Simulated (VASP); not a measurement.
Here is a VASP 6.6.1 calculation.

INCAR

```
PREC     = Accurate       # precision mode
ENCUT    = 520            # plane-wave cutoff, eV
EDIFF    = 1E-6           # SCF threshold, eV
ISMEAR   = -1             # smearing method
SIGMA    = 0.3            # smearing width, eV
LREAL    = False          # projectors in reciprocal space
LASPH    = True           # aspherical terms in the spheres
NELM     = 100            # most SCF steps
ALGO     = Normal         # electronic algorithm
ISIF     = 2              # what is computed and relaxed
LWAVE    = False          # write WAVECAR
LCHARG   = False          # write CHGCAR
NBANDS   = 12             # bands
```

Contents of KPOINTS:

```
Automatic mesh
0
Gamma
  8 8 8
```

The input POSCAR:

```
Cu
1.0
    0.0000000000      1.8075000000      1.8075000000
    1.8075000000      0.0000000000      1.8075000000
    1.8075000000      1.8075000000      0.0000000000
Cu
1
Direct
    0.0000000000      0.0000000000      0.0000000000
```

Potentials or basis: VASP PAW LDA potentials, release 64 (Cu).

Command:

```console
$ cat potpaw_LDA.64/Cu/POTCAR > POTCAR
$ mpirun -np 1 vasp_std > vasp.out
```

Question: What does it give for the pressure?

Answer: -11.0 GPa.

Caveat: the k points lie up to 0.38 Å⁻¹ apart.
